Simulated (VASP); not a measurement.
Ba, 1 atom in the cell. It takes space group Im-3m (No. 229, cubic). The conventional cell has a = 4.945 Å, b = 4.945 Å, c = 4.945 Å, α = 90.00°, β = 90.00°, γ = 90.00°. Ba (site symmetry m-3m) has 14 Ba at 4.28 to 4.95 Å within 5.6 Å. 

- Program: VASP 6.6.1
- Task: single point
- Functional: r2SCAN
- Potentials or basis: VASP PAW PBE potentials, release 64 (Ba_sv)
- Cutoff: 520 eV
- k mesh: 8 × 8 × 8
- Occupations: fermi-dirac, width 0.05 eV
- Spin: no spin polarisation
- Dipole correction: no
- Further INCAR settings: ALGO = Normal; EDIFF = 1e-07; NBANDS = 11

Potentials or basis: VASP PAW PBE potentials, release 64 (Ba_sv).

The run is started by

```bash
$ cat potpaw_PBE.64/Ba_sv/POTCAR > POTCAR
$ cp INCAR.step1 INCAR
$ mpirun -np 1 vasp_std > vasp.out
$ cp INCAR.step2 INCAR
$ mpirun -np 1 vasp_std > vasp.out
```

Hardware: 1 thread of AMD EPYC 7R13, on a shared host.

How long does it take, and how much memory?

Run time: 91 s on 1 thread of AMD EPYC 7R13, with other jobs on the host, peak memory 0.16 GiB. Counts: k points 29.
